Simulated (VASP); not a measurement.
Wanted: the native input for a VASP 6.6.1 run.

```yaml
Task: relaxation of cell and atoms
Functional: LDA
Potentials_or_basis: VASP PAW LDA potentials, release 64 (Os)
Cutoff: 600 eV
k_mesh: 19 × 19 × 19
Occupations: fermi-dirac, width 0.08 eV
Spin: no spin polarisation
Dipole_correction: no
Further_INCAR_settings: ALGO = Normal; EDIFF = 1e-06; IBRION = 2; EDIFFG = -0.005; NSW = 60; ISIF = 3
```

The structure of Os lies in POSCAR:

```
Os
1.0
    0.0000000000      1.8992148187      1.8992148187
    1.8992148187      0.0000000000      1.8992148187
    1.8992148187      1.8992148187      0.0000000000
Os
1
Direct
    0.0000000000      0.0000000000      0.0000000000
```

This isn't the form of Os at room conditions, which is hcp.

One way to write it, as run:

INCAR

```
PREC = Accurate
ENCUT = 600
EDIFF = 1E-6
ISMEAR = -1
SIGMA = 0.08
LREAL = F
LASPH = T
NELM = 80
ALGO = Normal
ISIF = 3
LWAVE = F
LCHARG = F
GGA = CA
IBRION = 2
NSW = 60
EDIFFG = -0.005
```

KPOINTS

```
Automatic mesh
0
Gamma
  19 19 19
```

Potentials or basis: VASP PAW LDA potentials, release 64 (Os).

Run with:

```console
$ cat potpaw_LDA.64/Os/POTCAR > POTCAR
$ mpirun -np 1 vasp_std > vasp.out
```

It gave:

```json
{"Relaxed volume": "13.79 Å³/atom", "Relaxed cell": "a = 2.691 Å, b = 2.691 Å, c = 2.691 Å, α = 60.00°, β = 60.00°, γ = 60.00°", "Space group after relaxing (to 0.1 Å)": "Fm-3m (No. 225)", "Energy gained by relaxing": "0.7 meV/atom", "Ionic steps": "3", "Pressure after relaxing": "0.0 GPa", "Band gap on the k mesh": "zero (bands 4 and 5 overlap by 3.91 eV)"}
```

Caveat: spin-orbit coupling is left out, which moves the levels of the heavy elements.

Run time: 29 s on 1 thread of Intel(R) Xeon(R) Platinum 8488C (Sapphire Rapids), on a shared host, peak memory 0.16 GiB.
